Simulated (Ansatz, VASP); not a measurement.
**B: VASP beside Ansatz**

```
B
1.0
     2.42040    1.39742    4.13110
    -2.42040    1.39742    4.13110
     0.00000   -2.79484    4.13110
B
12
Cartesian
  -1.5583 0.8997 2.7895
  0.0000 -1.7994 2.7895
  1.5583 0.8997 2.7895
  -1.5583 -0.8997 9.6038
  1.5583 -0.8997 9.6038
  0.0000 1.7994 9.6038
  -0.9888 0.5709 4.4325
  0.0000 -1.1417 4.4325
  0.9888 0.5709 4.4325
  -0.9888 -0.5709 7.9609
  0.9888 -0.5709 7.9609
  0.0000 1.1417 7.9609
```

Alike in both runs: functional LDA; k mesh 9 × 9 × 9; occupations gaussian, width 0.02 eV; no spin polarisation.

Ansatz relaxed the structure, and its values are those at the end. VASP's run is a single point on that final structure, the one shown.

```csv
,VASP,Ansatz
version,VASP 6.6.1,Ansatz 0.2.0
potentials or method,"VASP PAW LDA potentials, release 64 (B), cutoff 520 eV","scalar-relativistic, plane waves, PAW"
valence electrons in the cell,36,36
```

Ansatz gave:

- gap on the k mesh at the Fermi level (eV): 1.39
- least direct gap on the mesh (eV): 1.72
- pressure (GPa): 0.0
- rms of the force components (eV/Å): 0.000

Question: What did VASP give for the same quantities?

Answer: gap on the k mesh at the Fermi level (eV): 1.38; least direct gap on the mesh (eV): 1.72; pressure (GPa): 0.4; rms of the force components (eV/Å): 0.010.

Ansatz warns that its potentials were made for another functional, while VASP's fit it. LDA's correlation is that of Perdew and Zunger in VASP and of Perdew and Wang (1992) in Ansatz.
